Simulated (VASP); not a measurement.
WSe: single point with PBE+U

WSe:

```
W Se
1.0
     3.54867    0.00000    3.54867
     0.00000    3.54867    3.54867
     0.00000    0.00000    7.09734
W Se
2 2
Direct
  0.00000 0.00000 0.00000
  0.00000 0.00000 0.50000
  0.50000 0.50000 0.75000
  0.50000 0.50000 0.25000
```

| Quantity | Value |
| --- | --- |
| Program | VASP 6.6.1 |
| Task | single point |
| Functional | PBE |
| Potentials or basis | VASP PAW PBE potentials, release 64 (W_sv, Se) |
| Cutoff | 520 eV |
| k mesh | 12 × 12 × 6 |
| Occupations | gaussian, width 0.1 eV |
| Spin | collinear spin |
| Starting moments | [1.0, -1.0, 0.0, 0.0] μB |
| Hubbard terms | W d U = 6.2 eV |

The pressure is -9.1 GPa and the band gap on the k mesh is zero (filled and empty bands overlap). The net moment is 0.00 μB per cell, the site moments are W +2.98, -2.98; Se +0.00 μB and the valence electrons inside the program's atomic spheres are W 11.62; Se 3.75.

Levels at points of the mesh, in eV from the Fermi level:
Spin up:
| k point | band 17 | band 18 | band 19 | band 20 | band 21 | band 22 | band 23 | band 24 |
| --- | --- | --- | --- | --- | --- | --- | --- | --- |
| (0.00, 0.00, 0.00) | -1.97 | -1.97 | -1.26 | 0.28 | 0.28 | 0.28 | 1.94 | 1.94 |
| (0.50, 0.00, 0.00) | -2.50 | -1.38 | -0.87 | -0.16 | -0.16 | 0.68 | 3.09 | 3.40 |
| (0.00, 0.00, 0.50) | -2.36 | -2.36 | -1.37 | 0.43 | 0.43 | 1.83 | 1.83 | 2.19 |
Spin down:
| k point | band 17 | band 18 | band 19 | band 20 | band 21 | band 22 | band 23 | band 24 |
| --- | --- | --- | --- | --- | --- | --- | --- | --- |
| (0.00, 0.00, 0.00) | -1.97 | -1.97 | -1.26 | 0.28 | 0.28 | 0.28 | 1.94 | 1.94 |
| (0.50, 0.00, 0.00) | -2.50 | -1.38 | -0.87 | -0.16 | -0.16 | 0.68 | 3.09 | 3.40 |
| (0.00, 0.00, 0.50) | -2.36 | -2.36 | -1.37 | 0.43 | 0.43 | 1.83 | 1.83 | 2.19 |

Eigenvalues of the final occupation matrices:
```csv
site,spin,trace,eigenvalues
site 1 d,1,3.14,0.61 0.61 0.61 0.66 0.66
site 1 d,2,0.21,0.03 0.03 0.05 0.05 0.05
site 2 d,1,0.21,0.03 0.03 0.05 0.05 0.05
site 2 d,2,3.14,0.61 0.61 0.61 0.66 0.66
```

It took 11 min on 1 thread of Oxide Virtual Turin-like Processor (shared host), peak memory 0.41 GiB.

Caveat: the cell stands under tension; spin-orbit coupling is left out, which moves the levels of the heavy elements.
